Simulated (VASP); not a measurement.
VWC2:

```
W V C
1.0
     1.51704    0.87586    4.93389
    -1.51704    0.87586    4.93389
     0.00000   -1.75173    4.93389
W V C
1 1 2
Direct
  0.00000 0.00000 0.00000
  0.50000 0.50000 0.50000
  0.24649 0.24649 0.24649
  0.75351 0.75351 0.75351
```

Program: VASP 6.6.1. Alike in all runs: task single point; potentials or basis VASP PAW PBE potentials, release 64 (W_sv, V_sv, C); cell as given; cutoff (eV) 520; smearing fermi-dirac 0.05 eV.

**Question.** Order these runs on this cell by their pressure, lowest first.
A. level PBE; spin collinear, ferromagnetic start; fixed moment (μB) 4.0; k mesh 9 × 9 × 9
B. level PBE; spin off; k mesh 10 × 10 × 10
C. level PBEsol; spin collinear, ferromagnetic start; fixed moment (μB) 4.0; k mesh 9 × 9 × 9
D. level PBE; spin collinear, ferromagnetic start; fixed moment (μB) 2.0; k mesh 9 × 9 × 9
E. level PBE; spin collinear, ferromagnetic start; fixed moment (μB) 2.5; k mesh 9 × 9 × 9

**Answer.** B (-1.3 GPa), D (5.1 GPa), E (8.5 GPa), C (12.9 GPa), A (21.6 GPa).

Caveats: the total moment is fixed, so each spin has its own Fermi level (some runs); the PAW data sets were made with another functional, which shifts forces and pressure a little (some runs).
